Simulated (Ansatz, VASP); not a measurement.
## One calculation of CdI2, two programs

INCAR

```
SYSTEM = CdI2
ALGO = Normal
EDIFF = 1E-8
ENCUT = 400
GGA = PE
GGA_COMPAT = .FALSE.
ISIF = 2
ISMEAR = -1
LASPH = .TRUE.
LCHARG = .FALSE.
LEFG = .TRUE.
LREAL = .FALSE.
LWAVE = .FALSE.
NBANDS = 64
NELM = 120
PREC = Accurate
SIGMA = 0.025
```

The input KPOINTS:

```
k-points
0
G
  8 8 1
  0 0 0
```

POSCAR

```
CdI2
1.0
    4.2862280072      0.0000000000      0.0000000000
   -2.1431140036      3.7119823406      0.0000000000
    0.0000000000      0.0000000000     29.1069907800
Cd I
4 8
Direct
    0.0000000000      0.0000000000      0.0000000000
    0.6666666667      0.3333333333      0.7499465900
    0.3333333333      0.6666666667      0.2500534100
    0.0000000000      0.0000000000      0.5000000000
    0.0000000000      0.0000000000      0.3091694100
    0.6666666667      0.3333333333      0.4410975400
    0.0000000000      0.0000000000      0.6908305900
    0.3333333333      0.6666666667      0.5589024600
    0.3333333333      0.6666666667      0.8091336400
    0.6666666667      0.3333333333      0.9411025400
    0.6666666667      0.3333333333      0.1908663600
    0.3333333333      0.6666666667      0.0588974600
```

Input for Ansatz:

```yaml
crystal:
  lattice:
    - [4.2862280072, 0.0, 0.0]
    - [-2.1431140036, 3.7119823406, 0.0]
    - [0.0, 0.0, 29.10699078]
  atoms:
    - { symbol: Cd, position: [0.0, 0.0, 0.0] }
    - { symbol: Cd, position: [0.6666666667, 0.3333333333, 0.74994659] }
    - { symbol: Cd, position: [0.3333333333, 0.6666666667, 0.25005341] }
    - { symbol: Cd, position: [0.0, 0.0, 0.5] }
    - { symbol: I, position: [0.0, 0.0, 0.30916941] }
    - { symbol: I, position: [0.6666666667, 0.3333333333, 0.44109754] }
    - { symbol: I, position: [0.0, 0.0, 0.69083059] }
    - { symbol: I, position: [0.3333333333, 0.6666666667, 0.55890246] }
    - { symbol: I, position: [0.3333333333, 0.6666666667, 0.80913364] }
    - { symbol: I, position: [0.6666666667, 0.3333333333, 0.94110254] }
    - { symbol: I, position: [0.6666666667, 0.3333333333, 0.19086636] }
    - { symbol: I, position: [0.3333333333, 0.6666666667, 0.05889746] }
kpoints:
  mp_grid: { grid: [8, 8, 1] }
scf:
  occupations: { method: fermi_dirac, width: 0.025 }
  algorithm: direct_min
  initial_density: { chi_scale: 0.0 }
hamiltonian:
  xc: pbe
  pseudopotentials: { kind: paw }
output:
  forces: true
  stress: true
  populations: true
  efg: { quadrupole_moments_barn: { I: -0.68822 }, contact_densities: true }
```

Alike in both runs: task electric field gradients; functional PBE; k mesh 8 × 8 × 1; occupations fermi-dirac, width 0.025 eV; no spin polarisation.

|  | VASP | Ansatz |
| --- | --- | --- |
| version | VASP 6.6.1 | Ansatz 0.2.0 |
| potentials or method | VASP PAW PBE potentials, release 64 (Cd, I) | plane-wave PAW, scalar-relativistic |
| plane-wave cutoff (eV) | 400 | 420 |
| valence electrons in the cell | 104 | 216 |

VASP gave:

* gap on the k mesh at the Fermi level (eV): 2.33
* pressure (GPa): 0.6
* traceless stress, the component that is largest in VASP (GPa): -0.09
* rms of the force components (eV/Å): 0.040
* size of Vzz on the site where it differs most (V/Å²): 63.5

Which values does Ansatz return?

gap on the k mesh at the Fermi level (eV): 2.34; pressure (GPa): 0.7; traceless stress, the component that is largest in VASP (GPa): -0.08; rms of the force components (eV/Å): 0.031; size of Vzz on the site where it differs most (V/Å²): 64.9.

Atom by atom the forces differ by 0.009 eV/Å (rms over components). VASP's potentials hold 104 valence electrons a cell and Ansatz's 216, so a difference there can come from the potentials and not from the codes.

Spin-orbit coupling is off throughout.
